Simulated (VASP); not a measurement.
Wanted: the native input for a VASP 6.6.1 run.

* Task: relaxation of the atoms
* Functional: PBE
* Potentials or basis: VASP PAW PBE potentials, release 64 (B, As)
* Cutoff: 520 eV
* k mesh: 10 × 10 × 10
* Occupations: fermi-dirac, width 0.02 eV
* Spin: no spin polarisation
* Dipole correction: no
* Further INCAR settings: ALGO = Normal; EDIFF = 1e-07; IBRION = 2; EDIFFG = -0.02; NSW = 80

The structure of BAs lies in POSCAR:

```
BAs
1.0
    0.0000000000      2.3885000000      2.3885000000
    2.3885000000      0.0000000000      2.3885000000
    2.3885000000      2.3885000000      0.0000000000
B As
1 1
Direct
    0.0000000000      0.0000000000      0.0000000000
    0.2500000000      0.2500000000      0.2500000000
```

The input as run:

INCAR

```
PREC     = Accurate       # precision mode
ENCUT    = 520            # plane-wave cutoff, eV
EDIFF    = 1E-7           # SCF threshold, eV
ISMEAR   = -1             # smearing method
SIGMA    = 0.02           # smearing width, eV
LREAL    = False          # projectors in reciprocal space
LASPH    = True           # aspherical terms in the spheres
NELM     = 60             # most SCF steps
ALGO     = Normal         # electronic algorithm
ISIF     = 2              # what is computed and relaxed
LWAVE    = False          # write WAVECAR
LCHARG   = False          # write CHGCAR
GGA      = PE             # functional
IBRION   = 2              # ionic algorithm
NSW      = 80             # ionic steps
EDIFFG   = -0.02          # ionic threshold
```

KPOINTS

```
regular mesh
0
Gamma
  10 10 10
```

Potentials or basis: VASP PAW PBE potentials, release 64 (B, As).

Launch:

```sh
$ cat potpaw_PBE.64/B/POTCAR potpaw_PBE.64/As/POTCAR > POTCAR
$ mpirun -np 1 vasp_std > vasp.out
```

Results of the run:

```
Pressure after relaxing : 3.4 GPa
Band gap on the k mesh  : 1.18 eV (least direct gap 3.28 eV)
```

Caveat: the relaxation stopped at its first step, so nothing moved.

Wall time 22 s on 1 thread of Intel Xeon 8259CL, on a shared host, peak memory 0.16 GiB.
